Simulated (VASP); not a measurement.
# MgO in VASP: a series of runs, part 4 of 4

VASP 6.6.1.

## (6) Single point, PBE (strain +3.0%)

The input, INCAR:

```
ALGO = Normal
EDIFF = 1E-6
ENCUT = 520
GGA = PE
ISIF = 2
ISMEAR = -1
LASPH = T
LCHARG = F
LREAL = F
LWAVE = F
NBANDS = 11
NELM = 100
PREC = Accurate
SIGMA = 0.02
```

The input, KPOINTS:

```
k-points
0
Gamma
  10 10 10
```

The input, POSCAR:

```
MgO
1.0
    0.0000000000      2.3504658326      2.3504658326
    2.3504658326      0.0000000000      2.3504658326
    2.3504658326      2.3504658326      0.0000000000
Mg O
1 1
Direct
    0.0000000000      0.0000000000      0.0000000000
    0.2500000000      0.2500000000      0.2500000000
```

Potentials or basis: VASP PAW PBE potentials, release 64 (Mg, O).

The run is started by

```
cat potpaw_PBE.64/Mg/POTCAR potpaw_PBE.64/O/POTCAR > POTCAR
mpirun -np 1 vasp_std > vasp.out
```

OUTCAR:

```text
EDIFF = 1E-6
   ENCUT = 520
   GGA = PE
   ISIF = 2
   ISMEAR = -1
   LASPH = T
   LREAL = F
   NELM = 100
   PREC = Accurate

 ion  position               nearest neighbor table
   1  0.000  0.000  0.000-   2 2.04   2 2.04   2 2.04   2 2.04
   2  0.250  0.250  0.250-   1 2.04   1 2.04   1 2.04   1 2.04

  LATTYP: Found a face centered cubic cell.
 ALAT       =     4.7009316652

  Lattice vectors:

 A1 = (   0.0000000000,   2.3504658326,   2.3504658326)
 A2 = (   2.3504658326,   0.0000000000,   2.3504658326)
 A3 = (   2.3504658326,   2.3504658326,   0.0000000000)

Analysis of symmetry for initial positions (statically):
=====================================================================
 Subroutine PRICEL returns:
 Original cell was already a primitive cell.

 Routine SETGRP: Setting up the symmetry group for a
 face centered cubic supercell.

 Subroutine GETGRP returns: Found 24 space group operations
 (whereof 24 operations were pure point group operations)
 out of a pool of 48 trial point group operations.

The static configuration has the point symmetry T_d .

Analysis of symmetry for dynamics (positions and initial velocities):
=====================================================================
 Subroutine PRICEL returns:
 Original cell was already a primitive cell.

 Routine SETGRP: Setting up the symmetry group for a
 face centered cubic supercell.

 Subroutine GETGRP returns: Found 24 space group operations
 (whereof 24 operations were pure point group operations)
 out of a pool of 48 trial point group operations.

The dynamic configuration has the point symmetry T_d .

 Subroutine INISYM returns: Found 24 space group operations
 (whereof 24 operations are pure point group operations),
 and found     1 'primitive' translations

[... 108 lines left out ...]
   EFERMI =   0.00;   METHOD = LEGACY
   ISMEAR =    -1;   SIGMA  =   0.02  broadening in eV -4-tet -1-fermi 0-gaus
   EFERMI_NEDOS =   21; number of points for ismear=-14 and -15
   IALGO  =     38    algorithm
   IMIX   =      4    mixing-type and parameters
     AMIX     =   0.40;   BMIX     =  1.00
     AMIX_MAG =   1.60;   BMIX_MAG =  1.00
  volume/ion in A,a.u.               =      12.99        87.63
  Fermi-wavevector in a.u.,A,eV,Ry     =   1.105624  2.089327 16.631829  1.222405
  Thomas-Fermi vector in A             =   2.242114
   LORBIT       =      0    0 simple, 1 ext, 2 COOP (PROOUT), +10 PAW based schemes
   GGA     = PE    functional components
[... 5 lines left out ...]
 non-spin polarized calculation
  energy-cutoff  :      520.00
  volume of cell :       25.97
 maximum number of plane-waves:       725
 NGX is ok and might be reduce to    28
   NGX = 13   NGY = 13   NGZ = 13

 number of electron       7.9999999 magnetization

 Free energy of the ion-electron system (eV)
  ---------------------------------------------------
  ext. energy  EPLUGINS =         0.00000000
  ---------------------------------------------------
  free energy    TOTEN  =       -11.67144056 eV

  energy without entropy =      -11.67144056  energy(sigma->0) =      -11.67144056

 E-fermi :   0.8629     XC(G=0):  -9.3467

 val. band max:        0.3519379975   @ k =   0.0000   0.0000   0.0000
 cond. band min:       3.5116546325   @ k =   0.0000   0.0000   0.0000
 fundamental gap:      3.1597166350
 Fermi energy:         0.8628671614

 k-point     1 :       0.0000    0.0000    0.0000
  band No.  band energies     occupation
      1     -15.3072      2.00000
      2       0.3519      2.00000
      3       0.3519      2.00000
      4       0.3519      2.00000
      5       3.5117      0.00000
      6      16.2079      0.00000
      7      16.2079      0.00000
      8      16.2079      0.00000
      9      19.7811      0.00000
     10      19.7811      0.00000
     11      19.7903      0.00000
[... 309 lines left out ...]
 k-point    24 :       0.4000    0.3000    0.0000
  band No.  band energies     occupation
      1     -14.7364      2.00000
      2      -1.7613      2.00000
      3      -0.3010      2.00000
      4      -0.1870      2.00000
      5       6.8309      0.00000
      6      11.5314      0.00000
      7      13.1393      0.00000
      8      15.7268      0.00000
      9      16.0816      0.00000
     10      22.0234      0.00000
     11      22.8316      0.00000

 [... further k-points ...]
[... 5 lines left out ...]
  --------------------------------------------------------------------------------------
  -------------------------------------------------------------------------------------
  Total       -1.0044761     -1.0044761     -1.0044761      0.0000000      0.0000000     -0.0000000
  in kB      -61.9666977    -61.9666977    -61.9666977      0.0000000      0.0000000     -0.0000000
  external PRESSURE =     -61.9666977 kB  Pullay stress =       0.0000000 kB

 VOLUME and BASIS-vectors are now :
 -----------------------------------------------------------------------------
  energy-cutoff  :      520.00
  volume of cell :       25.97
      direct lattice vectors                 reciprocal lattice vectors
     0.000000000  2.350465833  2.350465833    -0.212723790  0.212723790  0.212723790
     2.350465833  0.000000000  2.350465833     0.212723790 -0.212723790  0.212723790
     2.350465833  2.350465833  0.000000000     0.212723790  0.212723790 -0.212723790

 POSITION                                       TOTAL-FORCE (eV/Angst)
 -----------------------------------------------------------------------------------
      0.00000      0.00000      0.00000        -0.000000     -0.000000     -0.000000
      1.17523      1.17523      1.17523         0.000000      0.000000      0.000000
 -----------------------------------------------------------------------------------
    total drift:                               -0.000000     -0.000000     -0.000000

  FREE ENERGIE OF THE ION-ELECTRON SYSTEM (eV)
  ---------------------------------------------------
  free  energy   TOTEN  =       -11.6714405625 eV

  energy  without entropy=      -11.6714405625  energy(sigma->0) =      -11.67144056
```

OSZICAR:

```text
N       E                     dE             d eps       ncg     rms          rms(c)
DAV:   1     0.182612366252E+02    0.18261E+02   -0.42673E+03  1122   0.621E+02
DAV:   2    -0.128313512036E+02   -0.31093E+02   -0.29968E+02  1183   0.133E+02
DAV:   3    -0.138172995987E+02   -0.98595E+00   -0.98508E+00  1309   0.226E+01
DAV:   4    -0.138203627674E+02   -0.30632E-02   -0.30631E-02  1115   0.148E+00
DAV:   5    -0.138203761653E+02   -0.13398E-04   -0.13398E-04  1249   0.949E-02    0.823E+00
DAV:   6    -0.117203723543E+02    0.21000E+01   -0.14335E+01  1151   0.191E+01    0.299E+00
DAV:   7    -0.116778289146E+02    0.42543E-01   -0.19019E-01  1103   0.300E+00    0.154E+00
DAV:   8    -0.116724198861E+02    0.54090E-02   -0.56896E-02  1091   0.256E+00    0.384E-01
DAV:   9    -0.116713260850E+02    0.10938E-02   -0.14399E-03  1194   0.271E-01    0.200E-01
DAV:  10    -0.116714375724E+02   -0.11149E-03   -0.91102E-04  1130   0.226E-01    0.150E-02
DAV:  11    -0.116714396057E+02   -0.20333E-05   -0.31990E-05  1217   0.313E-02    0.102E-02
DAV:  12    -0.116714405625E+02   -0.95674E-06   -0.38073E-06  1133   0.134E-02
   1 F= -.11671441E+02 E0= -.11671441E+02  d E =-.199098E-12
```

stdout:

```text
POSCAR found type information on POSCAR MgO
 POSCAR found :  2 types and       2 ions
 scaLAPACK will be used
 LDA part: xc-table for (Slater+PW92), standard interpolation
 POSCAR, INCAR and KPOINTS ok, starting setup
 FFT: planning ... GRIDC
 FFT: planning ... GRID_SOFT
 FFT: planning ... GRID
 WAVECAR not read
 entering main loop
```

It took 10 s on 1 thread of Intel Xeon 6975P-C, shared host; peak memory 0.16 GiB.

Results:

```
Free energy            : -11.6714 eV
Pressure               : -6.2 GPa
Band gap on the k mesh : 3.16 eV, direct
```

Caveat: the cell differs from its parent crystal (strain +3.0%).

## (7) Summary

| cell | k mesh | smearing | gap on the mesh (eV) | pressure (GPa) |
| --- | --- | --- | --- | --- |
| a = 3.243 Å, angles 60.0°, 2 atoms | 6 × 6 × 6 | gaussian 0.01 eV | 3.56 | 1.6 |
| a = 3.227, b = 3.260, c = 3.260 Å, angles 59.3, 60.3, 60.3°, 2 atoms | 6 × 6 × 6 | gaussian 0.01 eV | 3.51 | 1.0 |
| a = 3.243 Å, angles 60.0°, 2 atoms | 10 × 10 × 10 | fermi-dirac 0.02 eV | 3.56 | 1.6 |
| a = 3.227, b = 3.227, c = 3.276 Å, angles 59.5, 59.5, 59.0°, 2 atoms | 6 × 6 × 6 | gaussian 0.01 eV | 3.55 | 3.5 |
| a = 3.324 Å, angles 60.0°, 2 atoms | 10 × 10 × 10 | fermi-dirac 0.02 eV | 3.16 | -6.2 |

Alike in all rows: task single point; level PBE; potentials or basis VASP PAW PBE potentials, release 64 (Mg, O); no spin polarisation; cutoff (eV) 520.

Total energies depend on the potentials used, so only differences within one code and one set of settings carry meaning.
